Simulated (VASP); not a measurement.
# LaH3 (Fm-3m) in VASP: notebook

The runs below take LaH3 through single point, relaxation of cell and atoms, with PBEsol, PBEsol+D3(BJ), LDA.

Everything below comes from runs of VASP 6.6.1. Logs are shortened: lines on timing, memory, paths and dates and some standing lists are left out, and cuts for length are marked.

### 1 The cell of the first run

The structure is cubic, space group Fm-3m (No. 225). The conventional cell has a = 5.502 Å, b = 5.502 Å, c = 5.502 Å, α = 90.00°, β = 90.00°, γ = 90.00°. Within 3.1 Å of La (site symmetry m-3m) lie 14 H at 2.38 to 2.75 Å. Within 3.1 Å of H (site symmetry m-3m) lie 8 H at 2.38 Å and 6 La at 2.75 Å. H (site symmetry -43m) has 4 La at 2.38 Å and 10 H at 2.38 to 2.75 Å within 3.1 Å.

### 2 Single point, PBEsol

Contents of INCAR:

```
SYSTEM = LaH3
PREC     = Accurate       ! precision mode
ENCUT    = 520            ! plane-wave cutoff, eV
EDIFF    = 1E-7           ! SCF threshold, eV
ISMEAR   = -1             ! smearing method
SIGMA    = 0.15           ! smearing width, eV
LREAL    = .False.        ! projectors in reciprocal space
LASPH    = .True.         ! aspherical terms in the spheres
NELM     = 80             ! most SCF steps
ALGO     = Normal         ! electronic algorithm
ISIF     = 2              ! what is computed and relaxed
LWAVE    = .False.        ! write WAVECAR
LCHARG   = .True.         ! write CHGCAR
GGA      = PS             ! functional
LELF     = .True.         ! ELF
LVHAR    = .True.       
NBANDS   = 15             ! bands
```

Contents of KPOINTS:

```
regular mesh
0
Gamma
  6 6 6
  0 0 0
```

Contents of POSCAR:

```
LaH3
1.0
    0.0000000000      2.7508127752      2.7508127752
    2.7508127752      0.0000000000      2.7508127752
    2.7508127752      2.7508127752      0.0000000000
La H
1 3
Direct
    0.0000000000      0.0000000000      0.0000000000
    0.5000000000      0.5000000000      0.5000000000
    0.7500000000      0.7500000000      0.7500000000
    0.2500000000      0.2500000000      0.2500000000
```

Potentials or basis: VASP PAW PBE potentials, release 64 (La, H).

Launch:

```
$ cat potpaw_PBE.64/La/POTCAR potpaw_PBE.64/H/POTCAR > POTCAR
$ mpirun -np 1 vasp_std > vasp.out
```

OUTCAR:

```text
SYSTEM = LaH3
   PREC = Accurate
   ENCUT = 520
   EDIFF = 1E-7
   ISMEAR = -1
   LREAL = .False.
   LASPH = .True.
   NELM = 80
   ISIF = 2
   GGA = PS

 ion  position               nearest neighbor table
   1  0.000  0.000  0.000-
   2  0.500  0.500  0.500-
   3  0.750  0.750  0.750-
   4  0.250  0.250  0.250-

  LATTYP: Found a face centered cubic cell.
 ALAT       =     5.5016255504

  Lattice vectors:

 A1 = (   0.0000000000,   2.7508127752,   2.7508127752)
 A2 = (   2.7508127752,   0.0000000000,   2.7508127752)
 A3 = (   2.7508127752,   2.7508127752,   0.0000000000)

Analysis of symmetry for initial positions (statically):
=====================================================================
 Subroutine PRICEL returns:
 Original cell was already a primitive cell.

 Routine SETGRP: Setting up the symmetry group for a
 face centered cubic supercell.

 Subroutine GETGRP returns: Found 48 space group operations
 (whereof 48 operations were pure point group operations)
 out of a pool of 48 trial point group operations.

The static configuration has the point symmetry O_h .

Analysis of symmetry for dynamics (positions and initial velocities):
=====================================================================
 Subroutine PRICEL returns:
 Original cell was already a primitive cell.

 Routine SETGRP: Setting up the symmetry group for a
 face centered cubic supercell.

 Subroutine GETGRP returns: Found 48 space group operations
 (whereof 48 operations were pure point group operations)
 out of a pool of 48 trial point group operations.

The dynamic configuration has the point symmetry O_h .

 Subroutine INISYM returns: Found 48 space group operations
 (whereof 48 operations are pure point group operations),
 and found     1 'primitive' translations

----------------------------------------------------------------------------------------

                                     Primitive cell

  volume of cell :      41.6306

  direct lattice vectors                    reciprocal lattice vectors
     0.000000000  2.750812775  2.750812775    -0.181764460  0.181764460  0.181764460
     2.750812775  0.000000000  2.750812775     0.181764460 -0.181764460  0.181764460
     2.750812775  2.750812775  0.000000000     0.181764460  0.181764460 -0.181764460

  length of vectors
     3.890236734  3.890236734  3.890236734     0.314825281  0.314825281  0.314825281
[... 86 lines left out ...]
   PSTRESS=    0.0 pullay stress
   NELECT =      14.0000    total number of electrons
   NUPDOWN=      -1.0000    fix difference up-down
   EMIN   =  10.00;   EMAX   =-10.00  energy-range for DOS
   EFERMI =   0.00;   METHOD = LEGACY
   ISMEAR =    -1;   SIGMA  =   0.15  broadening in eV -4-tet -1-fermi 0-gaus
   EFERMI_NEDOS =   21; number of points for ismear=-14 and -15
   IALGO  =     38    algorithm
   IMIX   =      4    mixing-type and parameters
     AMIX     =   0.40;   BMIX     =  1.00
     AMIX_MAG =   1.60;   BMIX_MAG =  1.00
  volume/ion in A,a.u.               =      10.41        70.23
  Fermi-wavevector in a.u.,A,eV,Ry     =   1.138448  2.151355 17.634015  1.296064
  Thomas-Fermi vector in A             =   2.275152
   LORBIT       =      0    0 simple, 1 ext, 2 COOP (PROOUT), +10 PAW based schemes
   GGA     = PS    functional components
   LHFCALC =     F    Hartree Fock is set to
   AEXX    =    0.0000 exact exchange contribution
   IVDW    =     0    specifies the selected vdW correction
   LEPSILON=     F    determine dielectric tensor
   LRPA    =     F    only Hartree local field effects (RPA)
 non-spin polarized calculation
  energy-cutoff  :      520.00
  volume of cell :       41.63
 maximum number of plane-waves:      1139
 NGX is ok and might be reduce to    30
   NGX = 15   NGY = 15   NGZ = 15

 number of electron      13.9999999 magnetization

 Free energy of the ion-electron system (eV)
  ---------------------------------------------------
  ext. energy  EPLUGINS =         0.00000000
  ---------------------------------------------------
  free energy    TOTEN  =       -17.70857962 eV

  energy without entropy =      -17.69502752  energy(sigma->0) =      -17.70180357

 E-fermi :   7.7345     XC(G=0): -10.3491

 val. band max:        7.3518389832   @ k =   0.1667   0.0000   0.0000
 cond. band min:       8.0950396314   @ k =   0.5000   0.0000   0.0000
 fundamental gap:      0.7432006483
 Fermi energy:         7.7344520774

 k-point     1 :       0.0000    0.0000    0.0000
  band No.  band energies     occupation
      1     -25.2378      2.00000
      2      -8.4293      2.00000
      3      -8.4293      2.00000
      4      -8.4293      2.00000
      5      -0.1607      2.00000
      6       5.0079      2.00000
      7       8.2695      0.05492
      8       8.2695      0.05492
      9       8.2695      0.05492
     10       8.5949      0.00643
     11       9.4210      0.00003
     12       9.4210      0.00003
     13       9.4210      0.00003
     14      10.0947      0.00000
[... 257 lines left out ...]
      2      -9.5010      2.00000
      3      -9.0722      2.00000
      4      -8.8674      2.00000
      5       2.9098      2.00000
      6       2.9171      2.00000
      7       4.3003      2.00000
      8       8.8074      0.00156
      9       9.5312      0.00001
     10       9.5807      0.00001
     11       9.8869      0.00000
     12       9.9101      0.00000
     13       9.9238      0.00000
     14      10.0405      0.00000
     15      10.9739      0.00000

------------------------ aborting loop because EDIFF is reached ----------------------------------------

  FORCE on cell =-STRESS in cart. coord.  units (eV):
  Direction    XX          YY          ZZ          XY          YZ          ZX
  --------------------------------------------------------------------------------------
  -------------------------------------------------------------------------------------
  Total       -0.0431480     -0.0431480     -0.0431480      0.0000000      0.0000000      0.0000000
  in kB       -1.6605743     -1.6605743     -1.6605743      0.0000000      0.0000000      0.0000000
  external PRESSURE =      -1.6605743 kB  Pullay stress =       0.0000000 kB

 VOLUME and BASIS-vectors are now :
 -----------------------------------------------------------------------------
  energy-cutoff  :      520.00
  volume of cell :       41.63
      direct lattice vectors                 reciprocal lattice vectors
     0.000000000  2.750812775  2.750812775    -0.181764460  0.181764460  0.181764460
     2.750812775  0.000000000  2.750812775     0.181764460 -0.181764460  0.181764460
     2.750812775  2.750812775  0.000000000     0.181764460  0.181764460 -0.181764460

 POSITION                                       TOTAL-FORCE (eV/Angst)
 -----------------------------------------------------------------------------------
      0.00000      0.00000      0.00000        -0.000000     -0.000000      0.000000
      2.75081      2.75081      2.75081        -0.000000     -0.000000      0.000000
      4.12622      4.12622      4.12622         0.000000      0.000000     -0.000000
      1.37541      1.37541      1.37541        -0.000000     -0.000000     -0.000000
 -----------------------------------------------------------------------------------
    total drift:                                0.000000     -0.000000     -0.000000

  FREE ENERGIE OF THE ION-ELECTRON SYSTEM (eV)
  ---------------------------------------------------
  free  energy   TOTEN  =       -17.7085796151 eV

  energy  without entropy=      -17.6950275228  energy(sigma->0) =      -17.70180357
```

It took 17 s on 1 thread of Intel Xeon Platinum 8375C at 2.90GHz (Ice Lake), shared host; peak memory 0.18 GiB.

Results:

| Property | Result |
| --- | --- |
| Free energy | -17.7086 eV |
| Pressure | -0.2 GPa |
| Band gap on the k mesh | zero (band 7 reaches 8.27 eV, above the bottom of band 8 at 8.10 eV) |

Levels at points of the mesh, in eV from the Fermi level:
```
           k point  band 4  band 5  band 6  band 7  band 8  band 9  band 10  band 11
(0.00, 0.00, 0.00)  -16.16   -7.90   -2.73    0.54    0.54    0.54     0.86     1.69
(0.50, 0.00, 0.00)  -16.31   -5.89   -3.68   -1.88    0.36    0.36     1.78     1.78
(0.50, 0.50, 0.00)  -16.57   -5.49   -5.35   -2.68    1.76    1.76     1.90     2.15
```

Caveat: the PAW data sets were made with another functional, which shifts forces and pressure a little; spin-orbit coupling is left out, which moves the levels of the heavy elements.

[end of part 1 of 2]
